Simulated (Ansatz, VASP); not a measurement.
**One calculation of Li7B, two programs**

```
Li B
1.0
     0.00000    4.92061    4.92061
     4.92061    0.00000    4.92061
     4.92061    4.92061    0.00000
Li B
7 1
Direct
  0.71735 0.28265 0.28265
  0.28265 0.71735 0.71735
  0.28265 0.71735 0.28265
  0.71735 0.28265 0.71735
  0.28265 0.28265 0.71735
  0.71735 0.71735 0.28265
  0.00000 0.00000 0.00000
  0.50000 0.50000 0.50000
```

Alike in both runs: functional PBE; k mesh 4 × 4 × 4; occupations gaussian, width 0.1 eV; no spin polarisation.

Ansatz relaxed the structure, and its values are those at the end. VASP's run is a single point on that final structure, the one shown.

```csv
,VASP,Ansatz
version,VASP 6.6.1,Ansatz 0.2.0
potentials or method,"VASP PAW PBE potentials, release 64 (Li_sv, B), cutoff 520 eV","scalar-relativistic, plane waves, PAW"
valence electrons in the cell,24,24
```

|  | VASP | Ansatz | Ansatz less VASP |
| --- | --- | --- | --- |
| gap on the k mesh at the Fermi level (eV) | none | none | - |
| rms of the force components (eV/Å) | 0.015 | 0.013 | -0.0026 |

A gap of «none» marks a metal or a gap that the smearing closes. With one functional, cell and mesh, what is left measures potentials, basis and numerics.

Noted on VASP's run: the cutoff is short for stress, so the pressure is rough.
